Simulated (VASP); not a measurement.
Wanted: the native input for a VASP 6.6.1 run.

```
Task                   : single point
Functional             : r2SCAN
Dispersion             : D3(BJ)
Potentials or basis    : VASP PAW PBE potentials, release 64 (Sb)
Cutoff                 : 520 eV
k mesh                 : 8 × 8 × 8
Occupations            : tetrahedron
Spin                   : non-collinear spin, zero start, spin-orbit coupling
Starting moments       : [[0.0, 0.0, 0.0]] μB
Dipole correction      : no
Further INCAR settings : ALGO = Normal; EDIFF = 1e-07; NBANDS = 16
```

The system is Sb.

```
CELL_PARAMETERS angstrom
3.24211 0.00000 0.00000
0.00000 3.24211 0.00000
0.00000 0.00000 3.24211
ATOMIC_POSITIONS crystal
Sb 0.00000 0.00000 0.00000
```

These files were run (other wordings do the same):

POSCAR

```
Sb
1.0
    3.2421143949      0.0000000000      0.0000000000
    0.0000000000      3.2421143949      0.0000000000
    0.0000000000      0.0000000000      3.2421143949
Sb
1
Direct
    0.0000000000      0.0000000000      0.0000000000
```

INCAR.step1

```
SYSTEM = Sb
  PREC = Accurate
  ENCUT = 520
  ISMEAR = -4
  SIGMA = 0.05
  LREAL = .False.
  LASPH = .True.
  NELM = 150
  MAGMOM = 0 0 0
  LSORBIT = .True.
  GGA_COMPAT = .False.
  NBANDS = 16
  GGA = PE
  ALGO = Normal
  EDIFF = 1E-4
  LWAVE = .True.
  LCHARG = .False.
```

INCAR.step2

```
SYSTEM = Sb
  PREC = Accurate
  ENCUT = 520
  EDIFF = 1E-7
  ISMEAR = -4
  SIGMA = 0.05
  LREAL = .False.
  LASPH = .True.
  NELM = 150
  ALGO = Normal
  ISIF = 2
  LWAVE = .False.
  LCHARG = .False.
  MAGMOM = 0 0 0
  LORBIT = 11
  LSORBIT = .True.
  GGA_COMPAT = .False.
  LORBMOM = .True.
  METAGGA = R2SCAN
  LMIXTAU = .True.
  IVDW = 12
  VDW_S6 = 1.0
  VDW_S8 = 0.78981345
  VDW_A1 = 0.49484001
  VDW_A2 = 5.73083694
  NBANDS = 16
  ISTART = 1
```

KPOINTS

```
Automatic mesh
0
Gamma
  8 8 8
  0 0 0
```

Potentials or basis: VASP PAW PBE potentials, release 64 (Sb).

Run with:

```bash
$ cat potpaw_PBE.64/Sb/POTCAR > POTCAR
$ cp INCAR.step1 INCAR
$ mpirun -np 1 vasp_ncl > vasp.out
$ cp INCAR.step2 INCAR
$ mpirun -np 1 vasp_ncl > vasp.out
```

It gave:

```json
{
  "Pressure": "-6.4 GPa",
  "Net moment": "0.00 μB per cell",
  "Valence electrons inside the program's atomic spheres": "Sb 2.30",
  "Dispersion energy per atom": "-0.195 eV"
}
```

Caveat: the PAW data sets were made with another functional, which shifts forces and pressure a little.

Run time: 51 s on 1 thread of Intel(R) Xeon(R) 6975P-C (Granite Rapids), with other jobs on the host, peak memory 0.23 GiB.
